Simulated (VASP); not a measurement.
## Te: single point with PBE

Crystal: Te.

```xyz
1
Lattice="2.2345 1.2901 1.8406 -2.2345 1.2901 1.8406 0.0000 -2.5801 1.8406" Properties=species:S:1:pos:R:3 pbc="T T T"
Te    0.0000    0.0000    2.7609
```

This isn't the form of Te at room conditions, which is trigonal, of chains.

| Quantity | Value |
| --- | --- |
| Program | VASP 6.6.1 |
| Task | single point |
| Functional | PBE |
| Potentials or basis | VASP PAW PBE potentials, release 64 (Te) |
| Cutoff | 520 eV |
| k mesh | 15 × 15 × 15 |
| Occupations | gaussian, width 0.15 eV |
| Spin | no spin polarisation |
| Dipole correction | no |
| Further INCAR settings | ALGO = Normal; EDIFF = 1e-06; NBANDS = 9 |

The pressure is 1.4 GPa. The band gap on the k mesh is zero (bands 3 and 4 overlap by 5.63 eV).

Levels at points of the mesh, in eV from the Fermi level:
```
           k point  band 1  band 2  band 3  band 4  band 5  band 6  band 7  band 8
(0.00, 0.00, 0.00)  -13.81    1.21    1.21    1.25    6.01    6.01    6.60   17.60
```

Run time: 40 s on 1 thread of AMD EPYC 7R13 (shared host), peak memory 0.18 GiB.

Caveat: spin-orbit coupling is left out, which moves the levels of the heavy elements.
